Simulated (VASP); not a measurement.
# Cu (Fm-3m) in VASP: single point with PBE

Aim: the single point of Cu with PBE.

All numbers are computed with VASP 6.6.1; they aren't measurements. Logs are shortened: lines on timing, memory, paths and dates and some standing lists are left out, and cuts for length are marked.

**1. The cell of the first run**

Symmetry: Fm-3m, No. 225, cubic system. The conventional cell has a = 3.647 Å, b = 3.647 Å, c = 3.647 Å, α = 90.00°, β = 90.00°, γ = 90.00°. Cu (site symmetry m-3m) has 12 Cu at 2.58 Å within 3.4 Å.

**2. Single point, PBE**

INCAR

```
PREC     = Accurate       # precision mode
ENCUT    = 520            # plane-wave cutoff, eV
EDIFF    = 1E-7           # SCF threshold, eV
ISMEAR   = -1             # smearing method
SIGMA    = 0.5            # smearing width, eV
LREAL    = Auto         
LASPH    = True           # aspherical terms in the spheres
NELM     = 60             # most SCF steps
ALGO     = Normal         # electronic algorithm
ISIF     = 2              # what is computed and relaxed
LWAVE    = False          # write WAVECAR
LCHARG   = False          # write CHGCAR
GGA      = PE             # functional
NBANDS   = 102            # bands
```

KPOINTS

```
Automatic mesh
0
Gamma
  4 4 4
```

POSCAR

```
Cu
1.0
   -3.6474642338      3.6474642338      3.6474642338
    3.6474642338     -3.6474642338      3.6474642338
    3.6474642338      3.6474642338     -3.6474642338
Cu
16
Direct
    0.0000000000      0.0000000000      0.0000000000
    0.0000000000      0.2500000000      0.7500000000
    0.0000000000      0.5000000000      0.5000000000
    0.0000000000      0.7500000000      0.2500000000
    0.2500000000      0.0000000000      0.7500000000
    0.2500000000      0.2500000000      0.5000000000
    0.2500000000      0.5000000000      0.2500000000
    0.2500000000      0.7500000000      0.0000000000
    0.5000000000      0.0000000000      0.5000000000
    0.5000000000      0.2500000000      0.2500000000
    0.5000000000      0.5000000000      0.0000000000
    0.5000000000      0.7500000000      0.7500000000
    0.7500000000      0.0000000000      0.2500000000
    0.7500000000      0.2500000000      0.0000000000
    0.7500000000      0.5000000000      0.7500000000
    0.7500000000      0.7500000000      0.5000000000
```

Potentials or basis: VASP PAW PBE potentials, release 64 (Cu).

On the command line:

```
> cat potpaw_PBE.64/Cu/POTCAR > POTCAR
> mpirun -np 1 vasp_std > vasp.out
```

OUTCAR:

```text
PREC = Accurate
   ENCUT = 520
   EDIFF = 1E-7
   ISMEAR = -1
   LREAL = Auto
   LASPH = True
   NELM = 60
   ISIF = 2
   GGA = PE

 ion  position               nearest neighbor table
   1  0.000  0.000  0.000-   2 2.58   4 2.58   5 2.58   6 2.58   7 2.58   8 2.58  10 2.58  13 2.58
                            14 2.58  16 2.58  15 2.58  12 2.58
   2  0.000  0.250  0.750-   1 2.58   3 2.58   5 2.58   6 2.58   7 2.58   8 2.58  11 2.58  14 2.58
                            15 2.58  13 2.58  16 2.58   9 2.58
   3  0.000  0.500  0.500-   2 2.58   4 2.58   5 2.58   6 2.58   7 2.58   8 2.58  12 2.58  15 2.58
                            16 2.58  14 2.58  13 2.58  10 2.58
   4  0.000  0.750  0.250-   1 2.58   3 2.58   5 2.58   6 2.58   7 2.58   8 2.58   9 2.58  13 2.58
                            16 2.58  15 2.58  14 2.58  11 2.58
   5  0.250  0.000  0.750-   1 2.58   2 2.58   6 2.58   8 2.58   9 2.58  10 2.58  11 2.58  12 2.58
                            14 2.58   4 2.58   3 2.58  16 2.58
   6  0.250  0.250  0.500-   2 2.58   3 2.58   5 2.58   7 2.58   9 2.58  10 2.58  11 2.58  12 2.58
                            15 2.58   1 2.58   4 2.58  13 2.58
   7  0.250  0.500  0.250-   3 2.58   4 2.58   6 2.58   8 2.58   9 2.58  10 2.58  11 2.58  12 2.58
                            16 2.58   2 2.58   1 2.58  14 2.58
   8  0.250  0.750  0.000-   1 2.58   4 2.58   5 2.58   7 2.58   9 2.58  10 2.58  11 2.58  12 2.58
                            13 2.58   3 2.58   2 2.58  15 2.58
   9  0.500  0.000  0.500-   2 2.58   5 2.58   6 2.58  10 2.58  12 2.58  13 2.58  14 2.58  15 2.58
                            16 2.58   8 2.58   7 2.58   4 2.58
  10  0.500  0.250  0.250-   3 2.58   6 2.58   7 2.58   9 2.58  11 2.58  13 2.58  14 2.58  15 2.58
                            16 2.58   5 2.58   8 2.58   1 2.58
  11  0.500  0.500  0.000-   4 2.58   7 2.58   8 2.58  10 2.58  12 2.58  13 2.58  14 2.58  15 2.58
                            16 2.58   6 2.58   5 2.58   2 2.58
  12  0.500  0.750  0.750-   1 2.58   5 2.58   8 2.58   9 2.58  11 2.58  13 2.58  14 2.58  15 2.58
                            16 2.58   7 2.58   6 2.58   3 2.58
  13  0.750  0.000  0.250-   1 2.58   2 2.58   3 2.58   4 2.58   6 2.58   9 2.58  10 2.58  14 2.58
                            16 2.58  12 2.58  11 2.58   8 2.58
  14  0.750  0.250  0.000-   1 2.58   2 2.58   3 2.58   4 2.58   7 2.58  10 2.58  11 2.58  13 2.58
                            15 2.58   9 2.58  12 2.58   5 2.58
  15  0.750  0.500  0.750-   1 2.58   2 2.58   3 2.58   4 2.58   8 2.58  11 2.58  12 2.58  14 2.58
                            16 2.58  10 2.58   9 2.58   6 2.58
  16  0.750  0.750  0.500-   1 2.58   2 2.58   3 2.58   4 2.58   5 2.58   9 2.58  12 2.58  13 2.58
                            15 2.58  11 2.58  10 2.58   7 2.58

  LATTYP: Found a body centered cubic cell.
 ALAT       =     7.2949284676

  Lattice vectors:

 A1 = (  -3.6474642338,   3.6474642338,   3.6474642338)
 A2 = (   3.6474642338,  -3.6474642338,   3.6474642338)
 A3 = (   3.6474642338,   3.6474642338,  -3.6474642338)

Analysis of symmetry for initial positions (statically):
=====================================================================
 Subroutine PRICEL returns following result:

  LATTYP: Found a face centered cubic cell.
 ALAT       =     3.6474642338

  Lattice vectors:

 A1 = (   1.8237321169,  -1.8237321169,   0.0000000000)
 A2 = (   0.0000000000,  -1.8237321169,  -1.8237321169)
 A3 = (   1.8237321169,  -0.0000000000,  -1.8237321169)

  16 primitive cells build up your supercell.

 Routine SETGRP: Setting up the symmetry group for a
 body centered cubic supercell.

 Subroutine GETGRP returns: Found 48 space group operations
 (whereof 48 operations were pure point group operations)
 out of a pool of 48 trial point group operations.

The static configuration has the point symmetry O_h .

Analysis of symmetry for dynamics (positions and initial velocities):
=====================================================================
 Subroutine PRICEL returns following result:

  LATTYP: Found a face centered cubic cell.
 ALAT       =     3.6474642338

  Lattice vectors:

 A1 = (   1.8237321169,  -1.8237321169,   0.0000000000)
 A2 = (   0.0000000000,  -1.8237321169,  -1.8237321169)
 A3 = (   1.8237321169,  -0.0000000000,  -1.8237321169)

  16 primitive cells build up your supercell.

 Routine SETGRP: Setting up the symmetry group for a
 body centered cubic supercell.

 Subroutine GETGRP returns: Found 48 space group operations
 (whereof 48 operations were pure point group operations)
 out of a pool of 48 trial point group operations.

The dynamic configuration has the point symmetry O_h .

[... 31 lines left out ...]
 generate k-points for:    4    4    4

 Generating k-lattice:

  Cartesian coordinates                     Fractional coordinates (reciprocal lattice)
     0.000000000  0.034270384  0.034270384     0.250000000  0.000000000  0.000000000
     0.034270384  0.000000000  0.034270384     0.000000000  0.250000000  0.000000000
     0.034270384  0.034270384  0.000000000     0.000000000  0.000000000  0.250000000

  Length of vectors
     0.048465642  0.048465642  0.048465642

  Shift w.r.t. Gamma in fractional coordinates (k-lattice)
     0.000000000  0.000000000  0.000000000

 Subroutine IBZKPT returns following result:
 ===========================================

 Found      8 irreducible k-points:

 Following reciprocal coordinates:
            Coordinates               Weight
  0.000000  0.000000  0.000000      1.000000
  0.250000  0.000000  0.000000     12.000000
  0.500000  0.000000  0.000000      6.000000
  0.250000  0.250000  0.000000     24.000000
  0.250000  0.250000  0.250000      2.000000
 -0.250000  0.250000  0.250000      6.000000
  0.500000  0.500000  0.250000     12.000000
  0.500000  0.500000  0.500000      1.000000
   k-points           NKPTS =      8   k-points in BZ     NKDIM =      8   number of bands    NBANDS=    102
   number of dos      NEDOS =    301   number of ions     NIONS =     16
   total plane-waves  NPLWV = 110592
   dimension x,y,z NGX =    48 NGY =   48 NGZ =   48
   dimension x,y,z NGXF=    96 NGYF=   96 NGZF=   96
   ions per type =              16
   NGX,Y,Z   is equivalent  to a cutoff of  12.63, 12.63, 12.63 a.u.
   NGXF,Y,Z  is equivalent  to a cutoff of  25.26, 25.26, 25.26 a.u.
 SYSTEM =  unknown system
   PREC   = accura    normal or accurate (medium, high low for compatibility)
   ISTART =      0    job   : 0-new  1-cont  2-samecut
   ICHARG =      2    charge: 1-file 2-atom 10-const
   ISPIN  =      1    spin polarized calculation?
   LNONCOLLINEAR =      F non collinear calculations
   LSORBIT =      F    spin-orbit coupling
   LASPH  =      T    aspherical Exc in radial PAW
   ENCUT  =  520.0 eV  38.22 Ry    6.18 a.u.  11.75 11.75 11.75*2*pi/ulx,y,z
   NELM   =     60;   NELMIN=  2; NELMDL= -5     # of ELM steps
   EDIFF  = 0.1E-06   stopping-criterion for ELM
   LREAL  =      T    real-space projection
   EDIFFG = 0.1E-05   stopping-criterion for IOM
   NSW    =      0    number of steps for IOM
   IBRION =     -1    ionic relax: 0-MD 1-quasi-New 2-CG
   NFREE  =      0    steps in history (QN), initial steepest desc. (CG)
   ISIF   =      2    stress and relaxation
   ISYM   =      2    0-nonsym 1-usesym 2-fastsym
   POTIM  = 0.5000    time-step for ionic-motion
   TEBEG  =    0.0;   TEEND  =   0.0 temperature during run
   PSTRESS=    0.0 pullay stress
   NELECT =     176.0000    total number of electrons
   NUPDOWN=      -1.0000    fix difference up-down
   EMIN   =  10.00;   EMAX   =-10.00  energy-range for DOS
   EFERMI =   0.00;   METHOD = LEGACY
   ISMEAR =    -1;   SIGMA  =   0.50  broadening in eV -4-tet -1-fermi 0-gaus
   EFERMI_NEDOS =   21; number of points for ismear=-14 and -15
   IALGO  =     38    algorithm
   IMIX   =      4    mixing-type and parameters
     AMIX     =   0.40;   BMIX     =  1.00
     AMIX_MAG =   1.60;   BMIX_MAG =  1.00
  volume/ion in A,a.u.               =      12.13        81.87
  Fermi-wavevector in a.u.,A,eV,Ry     =   1.584533  2.994334 34.160767  2.510746
  Thomas-Fermi vector in A             =   2.684136
   LORBIT       =      0    0 simple, 1 ext, 2 COOP (PROOUT), +10 PAW based schemes
   GGA     = PE    functional components
   LHFCALC =     F    Hartree Fock is set to
   AEXX    =    0.0000 exact exchange contribution
   IVDW    =     0    specifies the selected vdW correction
   LEPSILON=     F    determine dielectric tensor
   LRPA    =     F    only Hartree local field effects (RPA)
 non-spin polarized calculation
  energy-cutoff  :      520.00
  volume of cell :      194.10
 maximum number of plane-waves:      5244
 NGX is ok and might be reduce to    48
   NGX = 23   NGY = 23   NGZ = 23

 number of electron     175.9999924 magnetization

 Free energy of the ion-electron system (eV)
  ---------------------------------------------------
  ext. energy  EPLUGINS =         0.00000000
  ---------------------------------------------------
  free energy    TOTEN  =       -62.16749238 eV

  energy without entropy =      -56.00457760  energy(sigma->0) =      -59.08603499

 E-fermi :   7.4360     XC(G=0): -12.5853

 val. band max:        7.4073736578   @ k =   0.5000   0.0000   0.0000
 cond. band min:       7.4745321580   @ k =   0.5000   0.5000   0.2500
 fundamental gap:      0.0671585002
 Fermi energy:         7.4359738262

 k-point     1 :       0.0000    0.0000    0.0000
  band No.  band energies     occupation
      1      -1.8972      2.00000
      2       2.4567      1.99991
      3       2.4567      1.99991
      4       2.4567      1.99991
      5       2.6518      1.99986
      6       2.6518      1.99986
[... 813 lines left out ...]
     99      13.3304      0.00002
    100      13.3304      0.00002
 [bands above 100 left out]

------------------------ aborting loop because EDIFF is reached ----------------------------------------

  FORCE on cell =-STRESS in cart. coord.  units (eV):
  Direction    XX          YY          ZZ          XY          YZ          ZX
  --------------------------------------------------------------------------------------
  -------------------------------------------------------------------------------------
  Total        0.6746499      0.6746499      0.6746499      0.0000000     -0.0000000      0.0000000
  in kB        5.5687267      5.5687267      5.5687267      0.0000000     -0.0000000      0.0000000
  external PRESSURE =       5.5687267 kB  Pullay stress =       0.0000000 kB

 VOLUME and BASIS-vectors are now :
 -----------------------------------------------------------------------------
  energy-cutoff  :      520.00
  volume of cell :      194.10
      direct lattice vectors                 reciprocal lattice vectors
    -3.647464234  3.647464234  3.647464234     0.000000000  0.137081536  0.137081536
     3.647464234 -3.647464234  3.647464234     0.137081536  0.000000000  0.137081536
     3.647464234  3.647464234 -3.647464234     0.137081536  0.137081536  0.000000000

 POSITION                                       TOTAL-FORCE (eV/Angst)
 -----------------------------------------------------------------------------------
      0.00000      0.00000      0.00000         0.000000     -0.000000     -0.000000
      3.64746      1.82373     -1.82373         0.000000      0.000000     -0.000000
      3.64746      0.00000      0.00000        -0.000000     -0.000000      0.000000
      3.64746     -1.82373      1.82373         0.000000     -0.000000     -0.000000
      1.82373      3.64746     -1.82373         0.000000     -0.000000      0.000000
      1.82373      1.82373      0.00000        -0.000000      0.000000     -0.000000
[... 8 lines left out ...]
      1.82373      3.64746      1.82373        -0.000000     -0.000000     -0.000000
      1.82373      1.82373      3.64746        -0.000000      0.000000      0.000000
 -----------------------------------------------------------------------------------
    total drift:                               -0.000000      0.000000      0.000000

  FREE ENERGIE OF THE ION-ELECTRON SYSTEM (eV)
  ---------------------------------------------------
  free  energy   TOTEN  =       -62.1674923849 eV

  energy  without entropy=      -56.0045776022  energy(sigma->0) =      -59.08603499
```

It took 3.5 min on 1 thread of Intel Xeon 6975P-C (Granite Rapids), shared host; peak memory 0.37 GiB.

Results:

```
Free energy            : -62.1675 eV
Pressure               : 0.6 GPa
Band gap on the k mesh : zero (bands 88 and 89 overlap by 1.79 eV)
```

Caveat: so wide a smearing shifts energies and pressures.
